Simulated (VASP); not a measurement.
Input of a VASP 6.6.1 run:

INCAR

```
PREC = Accurate
ENCUT = 520
EDIFF = 1E-6
ISMEAR = -1
SIGMA = 0.02
LREAL = False
LASPH = True
NELM = 100
ALGO = Normal
ISIF = 2
LWAVE = False
LCHARG = False
GGA = PE
NBANDS = 28
```

Contents of KPOINTS:

```
Automatic mesh
0
Gamma
  4 4 4
```

Contents of POSCAR:

```
KSrCl3
1.0
    5.8052861433      0.0000000000      0.0000000000
    0.0000000000      5.8052861433      0.0000000000
    0.0000000000      0.0000000000      5.6048239136
K Sr Cl
1 1 3
Direct
    0.0000000000      0.0000000000      0.0000000000
    0.5000000000      0.5000000000      0.5000000000
    0.5000000000      0.5000000000      0.0000000000
    0.5000000000      0.0000000000      0.5000000000
    0.0000000000      0.5000000000      0.5000000000
```

Potentials or basis: VASP PAW PBE potentials, release 64 (K_sv, Sr_sv, Cl).

Launch:

```bash
$ cat potpaw_PBE.64/K_sv/POTCAR potpaw_PBE.64/Sr_sv/POTCAR potpaw_PBE.64/Cl/POTCAR > POTCAR
$ mpirun -np 1 vasp_std > vasp.out
```

**Question.** Estimate the pressure.

**Answer.** -0.5 GPa.

**Question.** What does it give for the band gap on the k mesh?

**Answer.** 4.37 eV (least direct gap 4.58 eV).

Stress tensor (GPa, compression positive):
```
-0.99  0.00  0.00
 0.00 -0.99  0.00
 0.00  0.00  0.45
```

Caveat: the cell differs from its parent crystal (epitaxial xy strain +3.0%). A k mesh can miss the band edges.
